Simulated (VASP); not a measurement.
Here is a VASP 6.6.1 calculation.

Contents of INCAR:

```
ALGO = Normal
EDIFF = 1E-6
ENCUT = 520
GGA = PS
ISIF = 2
ISMEAR = 0
LASPH = T
LCHARG = T
LELF = T
LREAL = F
LVHAR = T
LWAVE = F
NBANDS = 20
NELM = 80
PREC = Accurate
SIGMA = 0.05
```

The input KPOINTS:

```
k-points
0
Gamma
  12 12 2
```

Contents of POSCAR:

```
WSe2
1.0
    3.3179375931      0.0000000000      0.0000000000
   -1.6589687966      2.8734182438      0.0000000000
    0.0000000000      0.0000000000     16.6581424200
W Se
1 2
Direct
    0.0000000000      0.0000000000      0.0000000000
    0.3081213973      0.6482102485      0.0997865200
    0.3585452694      0.6851230848      0.9002134800
```

Potentials or basis: VASP PAW PBE potentials, release 64 (W_sv, Se).

Command:

```bash
$ cat potpaw_PBE.64/W_sv/POTCAR potpaw_PBE.64/Se/POTCAR > POTCAR
$ mpirun -np 1 vasp_std > vasp.out
```

Question: Estimate the largest force.

Answer: 0.663 eV/Å.

Question: Estimate the band gap on the k mesh.

Answer: 1.51 eV.

Forces on the atoms (eV/Å):
```
W    0.077  0.000  0.005
Se   0.410  0.449 -0.014
Se  -0.487 -0.449  0.009
```

Caveat: the cell differs from its parent crystal (atoms displaced along a vibrational mode); the PAW data sets were made with another functional, which shifts forces and pressure a little; spin-orbit coupling is left out, which moves the levels of the heavy elements.
